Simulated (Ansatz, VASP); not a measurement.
**Mg: VASP beside Ansatz**

File INCAR:

```
SYSTEM = Mg
ALGO = Normal ; EDIFF = 1E-8
ENCUT = 520 ; GGA = PE
ISIF = 2 ; ISMEAR = -1
LASPH = .TRUE. ; LCHARG = .FALSE.
LEFG = .TRUE. ; LREAL = .FALSE.
LWAVE = .FALSE. ; NBANDS = 7
NELM = 80 ; PREC = Accurate
SIGMA = 0.03
```

Contents of KPOINTS:

```
k-points
0
G
  16 16 16
  0 0 0
```

The input POSCAR:

```
Mg
1.0
    0.0224425600      2.2554772800      2.2554772800
    2.2554772800      0.0224425600      2.2554772800
    2.2554772800      2.2554772800      0.0224425600
Mg
1
Direct
    0.0000000000      0.0000000000      0.0000000000
```

Input for Ansatz:

```yaml
crystal:
  lattice:
    - [0.02244256, 2.25547728, 2.25547728]
    - [2.25547728, 0.02244256, 2.25547728]
    - [2.25547728, 2.25547728, 0.02244256]
  atoms:
    - { symbol: Mg, position: [0.0, 0.0, 0.0] }
kpoints:
  mp_grid: { grid: [16, 16, 16] }
scf:
  occupations: { method: fermi_dirac, width: 0.03 }
hamiltonian:
  xc: pbe
  pseudopotentials: { kind: all_electron, datasets: crystal }
output:
  forces: true
  stress: true
  eigenvalues: true
  efg: { contact_densities: true }
```

Change from the starting cell: equal xy, yz and zx shear strains of +1 %, crystal datasets.

Alike in both runs: task electric field gradients; functional PBE; k mesh 16 × 16 × 16; occupations fermi-dirac, width 0.03 eV; no spin polarisation.

```csv
,VASP,Ansatz
version,VASP 6.6.1,Ansatz 0.2.0
potentials or method,"VASP PAW PBE potentials, release 64 (Mg), cutoff 520 eV","all-electron PAW with datasets made for the crystal, scalar-relativistic"
```

```csv
,VASP,Ansatz,Ansatz less VASP
pressure (GPa),0.7,0.8,+0.10
"traceless stress, the component that is largest in VASP (GPa)",-0.18,-0.18,-0.001
size of Vzz on the site where it differs most (V/Å²),0.6,0.6,-0.07
```

Ansatz ran all-electron here, and VASP with PAW potentials.
